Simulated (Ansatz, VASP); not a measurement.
## AlN in VASP and in Ansatz

```xyz
12
Lattice="2.1840 -2.1840 0.0000 2.1840 0.0000 -2.1840 9.1690 9.1690 9.1690" Properties=species:S:1:pos:R:3 pbc="T T T"
Al    3.4577   -0.9103   -0.9103
Al    7.8257    7.8257    7.8257
Al    3.4577    1.2737    1.2737
Al    7.8257    3.4577    3.4577
Al    3.4577    3.4577    3.4577
Al    7.8257    5.6417    5.6417
N     6.7337    2.3657    2.3657
N     6.7337    0.1817    0.1817
N     6.7337    4.5497    4.5497
N    11.1017    6.7337    6.7337
N     6.7337    6.7337    6.7337
N     2.3657    0.1817    0.1817
```

Alike in both runs: task single point; functional PBE; k mesh 8 × 8 × 2; occupations gaussian, width 0.05 eV; no spin polarisation.

|  | VASP | Ansatz |
| --- | --- | --- |
| version | VASP 6.6.1 | Ansatz 0.2.0 |
| potentials or method | VASP PAW PBE potentials, release 64 (Al, N), cutoff 520 eV | scalar-relativistic, plane waves, PAW |
| valence electrons in the cell | 48 | 48 |

```tsv
	VASP	Ansatz	Ansatz less VASP
gap on the k mesh at the Fermi level (eV)	1.30	1.29	-0.005
least direct gap on the mesh (eV)	1.52	1.51	-0.015
pressure (GPa)	1.2	1.5	+0.25
traceless stress, the component that is largest in VASP (GPa)	-2.77	-2.75	+0.027
rms of the force components (eV/Å)	0.599	0.602	+0.0037
```

Atom by atom the forces differ by 0.004 eV/Å (rms over components).
